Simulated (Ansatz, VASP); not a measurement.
**One calculation of SbS, two programs**

```
CELL_PARAMETERS angstrom
0.00000 2.89211 2.89211
2.89211 0.00000 2.89211
2.89211 2.89211 0.00000
ATOMIC_POSITIONS crystal
Sb 0.00000 0.00000 0.00000
S 0.50000 0.50000 0.50000
```

Alike in both runs: functional PBE; k mesh 16 × 16 × 16; occupations gaussian, width 0.1 eV; no spin polarisation.

Ansatz relaxed the structure, and its values are those at the end. VASP's run is a single point on that final structure, the one shown.

|  | VASP | Ansatz |
| --- | --- | --- |
| version | VASP 6.6.1 | Ansatz 0.2.0 |
| potentials or method | VASP PAW PBE potentials, release 64 (Sb, S), cutoff 520 eV | scalar-relativistic, plane waves, PAW |
| valence electrons in the cell | 11 | 21 |

|  | VASP | Ansatz | Ansatz less VASP |
| --- | --- | --- | --- |
| gap on the k mesh at the Fermi level (eV) | none | none | - |
| pressure (GPa) | -0.2 | 0.0 | +0.21 |

A gap of «none» marks a metal or a gap that the smearing closes. With one functional, cell and mesh, what is left measures potentials, basis and numerics. VASP's potentials hold 11 valence electrons a cell and Ansatz's 21, so a difference there can come from the potentials and not from the codes.

Neither program's run includes spin-orbit coupling.
